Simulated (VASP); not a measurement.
Input of a VASP 6.6.1 run:

Contents of INCAR:

```
ALGO = Normal
EDIFF = 1E-7
ENCUT = 520
GGA = PS
ISIF = 2
ISMEAR = 0
LASPH = T
LCHARG = T
LELF = T
LREAL = F
LVHAR = T
LWAVE = F
NBANDS = 16
NELM = 60
PREC = Accurate
SIGMA = 0.05
```

The input KPOINTS:

```
k-points
0
Gamma
  8 8 8
```

Contents of POSCAR:

```
InSb
1.0
    0.0000000000      3.2378902928      3.2378902928
    3.2378902928      0.0000000000      3.2378902928
    3.2378902928      3.2378902928      0.0000000000
In Sb
1 1
Direct
    0.0000000000      0.0000000000      0.0000000000
    0.7500000000      0.7500000000      0.7500000000
```

Potentials or basis: VASP PAW PBE potentials, release 64 (In_d, Sb).

Command:

```bash
$ cat potpaw_PBE.64/In_d/POTCAR potpaw_PBE.64/Sb/POTCAR > POTCAR
$ mpirun -np 1 vasp_std > vasp.out
```

Q: Predict the band gap on the k mesh.

A: Zero (filled and empty bands touch).

Q: Estimate the pressure.

A: 0.9 GPa.

Caveat: semilocal functionals underestimate gaps, so a narrow gap can read as zero; the PAW data sets were made with another functional, which shifts forces and pressure a little; spin-orbit coupling is left out, which moves the levels of the heavy elements.

**The experiment to reproduce.**

From “Electronic Structure and Epitaxy of CdTe Shells on InSb Nanowires”, 2021, arxiv:2111.05126, for a bulk crystal of InSb: band gap 0.24 eV.

A measured gap of InSb is 0.24 eV (quoted in “Electronic Structure and Epitaxy of CdTe Shells on InSb Nanowires”, 2021, arxiv:2111.05126); the calculated 0.00 eV misses it by -0.24 eV. Spin-orbit coupling on In, Sb is left out. The value is that of PBEsol on a finite k mesh, which can miss the band edges, without temperature or zero-point motion. Semilocal functionals fall short of measured gaps as a rule.
